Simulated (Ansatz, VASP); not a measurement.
AlP: VASP beside Ansatz

Contents of POSCAR:

```
AlP
1.0
    0.0000000000      2.6296869183      2.6296869183
    2.6296869183      0.0000000000      2.6296869183
    2.6296869183      2.6296869183      0.0000000000
Al P
1 1
Direct
    0.0000000000      0.0000000000      0.0000000000
    0.2500000000      0.2500000000      0.2500000000
```

INCAR.step1

```
  PREC = Accurate
  ENCUT = 550
  ISMEAR = 0
  SIGMA = 0.01
  LREAL = False
  LASPH = True
  NELM = 120
  NBANDS = 11
  GGA = PE
  ALGO = Normal
  EDIFF = 1E-5
  LWAVE = True
  LCHARG = False
  GGA_COMPAT = False
```

INCAR.step2

```
  PREC = Accurate
  ENCUT = 550
  EDIFF = 1E-6
  ISMEAR = 0
  SIGMA = 0.01
  LREAL = False
  LASPH = True
  NELM = 120
  ALGO = Normal
  ISIF = 2
  LWAVE = False
  LCHARG = False
  METAGGA = R2SCAN
  LMIXTAU = True
  NBANDS = 11
  ISTART = 1
  GGA_COMPAT = False
```

The input KPOINTS:

```
Automatic mesh
0
Gamma
  8 8 8
```

Input for Ansatz:

```yaml
crystal:
  lattice:
    - [0.0, 2.6296869183, 2.6296869183]
    - [2.6296869183, 0.0, 2.6296869183]
    - [2.6296869183, 2.6296869183, 0.0]
  atoms:
    - { symbol: Al, position: [0.0, 0.0, 0.0] }
    - { symbol: P, position: [0.25, 0.25, 0.25] }
kpoints:
  mp_grid: { grid: [8, 8, 8] }
  band_path:
    path:
      - [0.0, 0.0, 0.0]
      - [-0.5, -0.5, 0.0]
      - [-0.375, -0.375, 0.25]
      - [-0.375, 0.0, 0.375]
      - [0.0, 0.0, 0.5]
      - [-0.5, -0.25, 0.25]
      - [0.0, 0.5, 0.5]
    npoints: 1
hamiltonian:
  xc: r2scan
scf:
  occupations: { method: fixed }
  n_extra_bands: 4
output:
  forces: true
  stress: true
  eigenvalues: true
```

Change from the starting cell: hydrostatic strain -4.0%.

Alike in both runs: task single point; functional r2SCAN; k mesh 8 × 8 × 8; no spin polarisation.

```csv
,VASP,Ansatz
version,VASP 6.6.1,Ansatz 0.2.0
potentials or method,"VASP PAW PBE potentials, release 64 (Al, P)","plane waves, PAW"
plane-wave cutoff (eV),550,500
occupations,"gaussian, width 0.01 eV",fixed
valence electrons in the cell,8,8
```

```tsv
	VASP	Ansatz	Ansatz less VASP
gap on the k mesh at the Fermi level (eV)	1.67	1.68	0.000
pressure (GPa)	13.8	14.2	+0.41
```

VASP's potentials were made for PBE, not for r2SCAN.
